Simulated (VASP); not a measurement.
Input of a VASP 6.6.1 run:

File INCAR:

```
SYSTEM = LiCl
ALGO = Normal
EDIFF = 1E-6
ENCUT = 750
GGA = PE
GGA_COMPAT = .False.
ISIF = 2
ISMEAR = 0
LASPH = .True.
LCHARG = .False.
LREAL = .False.
LWAVE = .False.
NBANDS = 12
NELM = 120
PREC = Accurate
SIGMA = 0.01
```

File KPOINTS:

```
k-points
0
Gamma
  7 7 7
  0 0 0
```

POSCAR

```
LiCl
1.0
    0.0000000000      2.5751430561      2.5751430561
    2.5751430561      0.0000000000      2.5751430561
    2.5751430561      2.5751430561      0.0000000000
Li Cl
1 1
Direct
    0.0000000000      0.0000000000      0.0000000000
    0.5000000000      0.5000000000      0.5000000000
```

Potentials or basis: VASP PAW PBE potentials, release 64 (Li_sv, Cl).

The run is started by

```console
$ cat potpaw_PBE.64/Li_sv/POTCAR potpaw_PBE.64/Cl/POTCAR > POTCAR
$ mpirun -np 1 vasp_std > vasp.out
```

Task: What does it give for the band gap on the k mesh?

Result: 6.26 eV, direct.

Task: Estimate the pressure.

Result: -0.1 GPa.
